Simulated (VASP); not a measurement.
A run of VASP 6.6.1 is set up as follows.

The input INCAR:

```
  ALGO = Fast
  EDIFF = 1E-6
  ENCUT = 520
  GGA = PE
  ISIF = 2
  ISMEAR = 0
  LASPH = True
  LCHARG = False
  LREAL = False
  LWAVE = False
  NBANDS = 14
  NELM = 80
  PREC = Accurate
  SIGMA = 0.1
```

KPOINTS

```
k-points
0
Gamma
  12 12 12
```

File POSCAR:

```
TiAl
1.0
    3.1790640000      0.0000000000      0.0000000000
    0.0000000000      3.1790640000      0.0000000000
    0.0000000000      0.0000000000      3.1790640000
Ti Al
1 1
Direct
    0.0000000000      0.0000000000      0.0000000000
    0.5000000000      0.5000000000      0.5141551098
```

Potentials or basis: VASP PAW PBE potentials, release 64 (Ti_sv, Al).

Run with:

```sh
$ cat potpaw_PBE.64/Ti_sv/POTCAR potpaw_PBE.64/Al/POTCAR > POTCAR
$ mpirun -np 1 vasp_std > vasp.out
```

Q: Predict the band gap on the k mesh.

A: Zero (an odd number of electrons rules out a gap without spin polarisation).

Q: Estimate the largest force.

A: 0.284 eV/Å.

Q: Estimate the pressure.

A: 0.8 GPa.

Stress tensor (GPa, compression positive):
```
0.87 0.00 0.00
0.00 0.87 0.00
0.00 0.00 0.77
```

Caveat: the cell differs from its parent crystal (one atom moved).
